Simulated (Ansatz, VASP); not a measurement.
**NiO2 in VASP and in Ansatz**

```
Ni O
1.0
     2.80281    0.00000    0.00000
    -1.40141    2.42731    0.00000
     0.00000    0.00000    4.90604
Ni O
1 2
Direct
  0.00000 0.00000 0.50000
  0.66667 0.33333 0.68766
  0.33333 0.66667 0.31234
```

Alike in both runs: task single point; functional PBEsol; k mesh 12 × 12 × 6; occupations gaussian, width 0.05 eV; no spin polarisation.

```csv
,VASP,Ansatz
version,VASP 6.6.1,Ansatz 0.2.0
potentials or method,"VASP PAW PBE potentials, release 64 (Ni, O), cutoff 520 eV","scalar-relativistic, plane waves, PAW"
valence electrons in the cell,22,30
```

Ansatz gave:

- gap on the k mesh at the Fermi level (eV): 1.03
- least direct gap on the mesh (eV): 1.28
- pressure (GPa): -1.2
- traceless stress, the component that is largest in VASP (GPa): 1.81
- rms of the force components (eV/Å): 0.034

Question: What did VASP give for the same quantities?

Answer: gap on the k mesh at the Fermi level (eV): 1.01; least direct gap on the mesh (eV): 1.26; pressure (GPa): -0.5; traceless stress, the component that is largest in VASP (GPa): 1.44; rms of the force components (eV/Å): 0.063.

VASP's potentials were made for PBE, not for PBEsol. Atom by atom the forces differ by 0.029 eV/Å (rms over components). VASP's potentials hold 22 valence electrons a cell and Ansatz's 30, so a difference there can come from the potentials and not from the codes.
